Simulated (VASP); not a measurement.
# SiC8 in VASP: single point with PBE+D3(BJ)

Aim: the single point of SiC8 with PBE+D3(BJ).

All numbers are computed with VASP 6.6.1; they aren't measurements. Logs are shortened: lines on timing, memory, paths and dates and some standing lists are left out, and cuts for length are marked.

### 1 The cell of the first run

The cell holds a slab with vacuum, 9 atoms: a = 4.931 Å, b = 4.931 Å, c = 17.400 Å, α = 90.00°, β = 90.00°, γ = 120.00°.

### 2 Single point, PBE+D3(BJ), collinear spin

File INCAR:

```
PREC = Accurate
ENCUT = 520
EDIFF = 1E-7
ISMEAR = 0
SIGMA = 0.1
LREAL = F
LASPH = T
NELM = 150
ALGO = Fast
ISIF = 2
LWAVE = F
LCHARG = F
ISPIN = 2
MAGMOM = 0 0 0 0 0 0 0 0 2
LORBIT = 11
LDIPOL = T
IDIPOL = 3
DIPOL = 0.5 0.5 0.250
GGA = PE
IVDW = 12
NBANDS = 32
```

File KPOINTS:

```
regular mesh
0
Gamma
  6 6 1
```

File POSCAR:

```
SiC8
1.0
    4.9313048819      0.0000000000      0.0000000000
   -2.4656524409      4.2706353015      0.0000000000
    0.0000000000      0.0000000000     17.4000331942
C Si
8 1
Direct
    0.3333333333      0.1666666667      0.2298865266
    0.3333333333      0.6666666667      0.2298865266
    0.8333333333      0.1666666667      0.2298865266
    0.8333333333      0.6666666667      0.2298865266
    0.1666666667      0.3333333333      0.2298846189
    0.1666666667      0.8333333333      0.2298846189
    0.6666666667      0.3333333333      0.2298846189
    0.6666666667      0.8333333333      0.2298846189
    0.3333333333      0.1666666667      0.4080471063
```

Potentials or basis: VASP PAW PBE potentials, release 64 (C, Si).

On the command line:

```console
$ cat potpaw_PBE.64/C/POTCAR potpaw_PBE.64/Si/POTCAR > POTCAR
$ mpirun -np 1 vasp_std > vasp.out
```

OUTCAR:

```text
PREC = Accurate
   ENCUT = 520
   EDIFF = 1E-7
   ISMEAR = 0
   LREAL = F
   LASPH = T
   NELM = 150
   ISIF = 2
   ISPIN = 2
   LORBIT = 11
   GGA = PE
   IVDW = 12
 IVDW          = 12

 ion  position               nearest neighbor table
   1  0.333  0.167  0.230-   5 1.42   6 1.42   7 1.42
   2  0.333  0.667  0.230-   6 1.42   5 1.42   8 1.42
   3  0.833  0.167  0.230-   7 1.42   8 1.42   5 1.42
   4  0.833  0.667  0.230-   8 1.42   7 1.42   6 1.42
   5  0.167  0.333  0.230-   1 1.42   2 1.42   3 1.42
   6  0.167  0.833  0.230-   2 1.42   1 1.42   4 1.42
   7  0.667  0.333  0.230-   3 1.42   4 1.42   1 1.42
   8  0.667  0.833  0.230-   4 1.42   3 1.42   2 1.42
   9  0.333  0.167  0.408-

  LATTYP: Found a hexagonal cell.
 ALAT       =     4.9313048819
 C/A-ratio  =     3.5284845717

  Lattice vectors:

 A1 = (   4.9313048819,   0.0000000000,   0.0000000000)
 A2 = (  -2.4656524409,   4.2706353015,   0.0000000000)
 A3 = (   0.0000000000,   0.0000000000,  17.4000331942)

Analysis of symmetry for initial positions (statically):
=====================================================================
 Subroutine PRICEL returns:
 Original cell was already a primitive cell.

 Routine SETGRP: Setting up the symmetry group for a
 hexagonal supercell.

 Subroutine GETGRP returns: Found  6 space group operations
 (whereof  2 operations were pure point group operations)
 out of a pool of 24 trial point group operations.

The static configuration has the point symmetry C_1h.
 The point group associated with its full space group is C_3v.

Analysis of symmetry for dynamics (positions and initial velocities):
=====================================================================
 Subroutine PRICEL returns:
 Original cell was already a primitive cell.

 Routine SETGRP: Setting up the symmetry group for a
 hexagonal supercell.

 Subroutine GETGRP returns: Found  6 space group operations
 (whereof  2 operations were pure point group operations)
 out of a pool of 24 trial point group operations.

The dynamic configuration has the point symmetry C_1h.
 The point group associated with its full space group is C_3v.

Analysis of structural, dynamic, and magnetic symmetry:
=====================================================================
 Subroutine PRICEL returns:
 Original cell was already a primitive cell.

 Routine SETGRP: Setting up the symmetry group for a
 hexagonal supercell.

 Subroutine GETGRP returns: Found  6 space group operations
 (whereof  2 operations were pure point group operations)
 out of a pool of 24 trial point group operations.

The overall configuration has the point symmetry C_1h.
 The point group associated with its full space group is C_3v.

 Subroutine INISYM returns: Found  6 space group operations
 (whereof  2 operations are pure point group operations),
 and found     1 'primitive' translations

----------------------------------------------------------------------------------------

                                     Primitive cell

  volume of cell :     366.4413

  direct lattice vectors                    reciprocal lattice vectors
     4.931304882  0.000000000  0.000000000     0.202786083  0.117078599  0.000000000
    -2.465652441  4.270635301  0.000000000     0.000000000  0.234157199  0.000000000
     0.000000000  0.000000000 17.400033194     0.000000000  0.000000000  0.057471155

  length of vectors
     4.931304882  4.931304882 17.400033194     0.234157199  0.234157199  0.057471155

  position of ions in fractional coordinates (direct lattice)
     0.333333333  0.166666667  0.229886527
     0.333333333  0.666666667  0.229886527
     0.833333333  0.166666667  0.229886527
     0.833333333  0.666666667  0.229886527
     0.166666667  0.333333333  0.229884619
     0.166666667  0.833333333  0.229884619
     0.666666667  0.333333333  0.229884619
[... 57 lines left out ...]
   NGXF,Y,Z  is equivalent  to a cutoff of  26.97, 26.97, 26.75 a.u.
 SYSTEM =  unknown system
   PREC   = accura    normal or accurate (medium, high low for compatibility)
   ISTART =      0    job   : 0-new  1-cont  2-samecut
   ICHARG =      2    charge: 1-file 2-atom 10-const
   ISPIN  =      2    spin polarized calculation?
   LNONCOLLINEAR =      F non collinear calculations
   LSORBIT =      F    spin-orbit coupling
   LASPH  =      T    aspherical Exc in radial PAW
   ENCUT  =  520.0 eV  38.22 Ry    6.18 a.u.   9.17  9.17 32.35*2*pi/ulx,y,z
   NELM   =    150;   NELMIN=  2; NELMDL= -5     # of ELM steps
   EDIFF  = 0.1E-06   stopping-criterion for ELM
   LREAL  =      F    real-space projection
   EDIFFG = 0.1E-05   stopping-criterion for IOM
   NSW    =      0    number of steps for IOM
   IBRION =     -1    ionic relax: 0-MD 1-quasi-New 2-CG
   NFREE  =      0    steps in history (QN), initial steepest desc. (CG)
   ISIF   =      2    stress and relaxation
   ISYM   =      2    0-nonsym 1-usesym 2-fastsym
   POTIM  = 0.5000    time-step for ionic-motion
   TEBEG  =    0.0;   TEEND  =   0.0 temperature during run
   PSTRESS=    0.0 pullay stress
   NELECT =      36.0000    total number of electrons
   NUPDOWN=      -1.0000    fix difference up-down
   EMIN   =  10.00;   EMAX   =-10.00  energy-range for DOS
   EFERMI =   0.00;   METHOD = LEGACY
   ISMEAR =     0;   SIGMA  =   0.10  broadening in eV -4-tet -1-fermi 0-gaus
   EFERMI_NEDOS =   21; number of points for ismear=-14 and -15
   IALGO  =     68    algorithm
   IMIX   =      4    mixing-type and parameters
     AMIX     =   0.40;   BMIX     =  1.00
     AMIX_MAG =   1.60;   BMIX_MAG =  1.00
  volume/ion in A,a.u.               =      40.72       274.76
  Fermi-wavevector in a.u.,A,eV,Ry     =   0.755395  1.427490  7.763781  0.570622
  Thomas-Fermi vector in A             =   1.853280
   LORBIT       =     11    0 simple, 1 ext, 2 COOP (PROOUT), +10 PAW based schemes
   GGA     = PE    functional components
   LHFCALC =     F    Hartree Fock is set to
   AEXX    =    0.0000 exact exchange contribution
   IVDW    =    12    specifies the selected vdW correction
   LEPSILON=     F    determine dielectric tensor
   LRPA    =     F    only Hartree local field effects (RPA)
 spin polarized calculation
 RMM-DIIS sequential band-by-band and
 Gauss-broadening in eV      SIGMA  =   0.10
  energy-cutoff  :      520.00
  volume of cell :      366.44
 maximum number of plane-waves:      9900
 NGX is ok and might be reduce to    40
   NGX = 19   NGY = 19   NGZ = 65

 dipolmoment           0.000000      0.000000     -0.007349 electrons x Angstroem

 number of electron      35.9999997 magnetization       1.8904697

 dipolmoment           0.000000      0.000000      0.010499 electrons x Angstroem

 Free energy of the ion-electron system (eV)
  ---------------------------------------------------
  ext. energy  EPLUGINS =         0.00000000
  ---------------------------------------------------
  free energy    TOTEN  =       -74.89122060 eV

  energy without entropy =      -74.86689408  energy(sigma->0) =      -74.87905734

 E-fermi :  -1.8537     XC(G=0):  -3.4580

 val. band max:       -1.9259667121   @ k =   0.1667   0.1667   0.0000
 cond. band min:      -1.8508457371   @ k =   0.3333  -0.0000   0.0000
 fundamental gap:      0.0751209751
 Fermi energy:        -1.8537112772

 spin component 1

 k-point     1 :       0.0000    0.0000    0.0000
  band No.  band energies     occupation
      1     -21.4967      1.00000
      2     -16.2744      1.00000
      3     -16.2404      1.00000
      4     -16.2404      1.00000
      5     -15.2116      1.00000
      6     -15.2116      1.00000
[... 220 lines left out ...]
     29       4.4223      0.00000
     30       4.8212      0.00000
 Fermi energy:        -1.8537112772

 spin component 2

 k-point     1 :       0.0000    0.0000    0.0000
  band No.  band energies     occupation
      1     -21.4930      1.00000
      2     -16.2741      1.00000
      3     -16.2345      1.00000
      4     -16.2345      1.00000
      5     -15.2081      1.00000
      6     -15.2081      1.00000
[... 220 lines left out ...]
     29       4.6349      0.00000
     30       5.2283      0.00000
 [bands above 30 left out]

------------------------ aborting loop because EDIFF is reached ----------------------------------------

 vacuum level on the upper side and lower side of the slab       (xc-potential included)        -0.132        -0.187

 Edisp (eV)   -1.00139

 E8    (eV) :    -0.3263

  FORCE on cell =-STRESS in cart. coord.  units (eV):
  Direction    XX          YY          ZZ          XY          YZ          ZX
  --------------------------------------------------------------------------------------
  -------------------------------------------------------------------------------------
  Total      -0.00757    -0.00757    -0.50591    -0.00000    -0.00000     0.00000
  in kB      -0.03308    -0.03308    -2.21199    -0.00000    -0.00000     0.00000
  external pressure =       -0.76 kB  Pullay stress =        0.00 kB

 VOLUME and BASIS-vectors are now :
 -----------------------------------------------------------------------------
  energy-cutoff  :      520.00
  volume of cell :      366.44
      direct lattice vectors                 reciprocal lattice vectors
     4.931304882  0.000000000  0.000000000     0.202786083  0.117078599  0.000000000
    -2.465652441  4.270635301  0.000000000     0.000000000  0.234157199  0.000000000
     0.000000000  0.000000000 17.400033194     0.000000000  0.000000000  0.057471155

 POSITION                                       TOTAL-FORCE (eV/Angst)
 -----------------------------------------------------------------------------------
      1.23283      0.71177      4.00003        -0.000000      0.000000      0.235700
     -0.00000      2.84709      4.00003         0.005664      0.003270     -0.033175
      3.69848      0.71177      4.00003        -0.000000     -0.006540     -0.033175
      2.46565      2.84709      4.00003        -0.005664      0.003270     -0.033175
      0.00000      1.42355      4.00000        -0.181112      0.104565     -0.002789
     -1.23283      3.55886      4.00000        -0.000000     -0.209130     -0.002789
      2.46565      1.42355      4.00000         0.181112      0.104565     -0.002789
      1.23283      3.55886      4.00000        -0.000000      0.000000      0.018213
      1.23283      0.71177      7.10003        -0.000000      0.000000     -0.146022
 -----------------------------------------------------------------------------------
    total drift:                               -0.000000      0.000000     -0.000006

  FREE ENERGIE OF THE ION-ELECTRON SYSTEM (eV)
  ---------------------------------------------------
  free  energy   TOTEN  =       -75.8926088542 eV

  energy  without entropy=      -75.8682823363  energy(sigma->0) =      -75.88044560

 vacuum level on the upper side and lower side of the slab         2.119         2.112

 total charge

# of ion       s       p       d       tot
------------------------------------------
    1        0.864   1.784   0.000   2.648
    2        0.863   1.787   0.000   2.650
    3        0.863   1.787   0.000   2.650
    4        0.863   1.787   0.000   2.650
    5        0.863   1.787   0.000   2.650
    6        0.863   1.787   0.000   2.650
    7        0.863   1.787   0.000   2.650
    8        0.863   1.787   0.000   2.650
    9        0.955   0.546   0.000   1.501
--------------------------------------------------
tot          7.859  14.840   0.000  22.699

 magnetization (x)

# of ion       s       p       d       tot
------------------------------------------
    1        0.000  -0.007   0.000  -0.007
    2        0.000   0.001   0.000   0.001
    3        0.000   0.001   0.000   0.001
    4        0.000   0.001   0.000   0.001
    5        0.001   0.003   0.000   0.003
    6        0.001   0.003   0.000   0.003
    7        0.001   0.003   0.000   0.003
    8        0.000   0.004   0.000   0.005
    9        0.007   0.528   0.000   0.536
--------------------------------------------------
tot          0.011   0.536   0.000   0.547
```

Run time: 7.6 min. Hardware: 1 thread of Oxide Virtual Turin-like, shared host; peak memory 0.66 GiB.

Results:

| Property | Result |
| --- | --- |
| Free energy | -75.8926 eV |
| Largest force | 0.236 eV/Å |
| Net moment | 1.89 μB per cell |
| Site moments | C -0.01, +0.00, +0.01 (each value once); Si +0.54 μB |
| Valence electrons inside the program's atomic spheres | C 2.65; Si 1.50 |
| Dispersion energy per atom | -0.111 eV |

Forces on the atoms (eV/Å):
```
C    0.000  0.000  0.236
C    0.006  0.003 -0.033
C    0.000 -0.007 -0.033
C   -0.006  0.003 -0.033
C   -0.181  0.105 -0.003
C    0.000 -0.209 -0.003
C    0.181  0.105 -0.003
C    0.000  0.000  0.018
Si   0.000  0.000 -0.146
```

Caveat: a moment this small can come from the mesh or the smearing.
